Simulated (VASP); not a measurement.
Here is a VASP 6.6.1 calculation.

The input INCAR:

```
  ALGO = Normal
  EDIFF = 1E-6
  ENCUT = 520
  GGA = CA
  ISIF = 2
  ISMEAR = 0
  LASPH = True
  LCHARG = False
  LREAL = False
  LWAVE = False
  NBANDS = 32
  NELM = 80
  PREC = Accurate
  SIGMA = 0.1
```

The input KPOINTS:

```
k-points
0
Gamma
  6 6 6
```

POSCAR

```
Bi2Se3
1.0
    2.0956832600      1.2099433000      9.9762290700
   -2.0956832600      1.2099433000      9.9762290700
    0.0000000000     -2.4198865900      9.9762290700
Bi Se
2 3
Direct
    0.3984350000      0.3984350000      0.3984350000
    0.6015650000      0.6015650000      0.6015650000
    1.0000000000      0.0000000000      0.0000000000
    0.2157150000      0.2157150000      0.2157150000
    0.7842850000      0.7842850000      0.7842850000
```

Potentials or basis: VASP PAW LDA potentials, release 64 (Bi_d, Se).

The run is started by

```bash
$ cat potpaw_LDA.64/Bi_d/POTCAR potpaw_LDA.64/Se/POTCAR > POTCAR
$ mpirun -np 1 vasp_std > vasp.out
```

Question: Estimate the largest force.

Answer: 0.247 eV/Å.

Question: Estimate the band gap on the k mesh.

Answer: 0.31 eV, direct.

Question: What does it give for the pressure?

Answer: -3.8 GPa.

Forces on the atoms (eV/Å):
```
Bi   0.000  0.000  0.015
Bi   0.000  0.000 -0.015
Se   0.000  0.000  0.000
Se   0.000  0.000  0.247
Se   0.000  0.000 -0.247
```

Caveat: spin-orbit coupling is left out, which moves the levels of the heavy elements. A k mesh can miss the band edges.
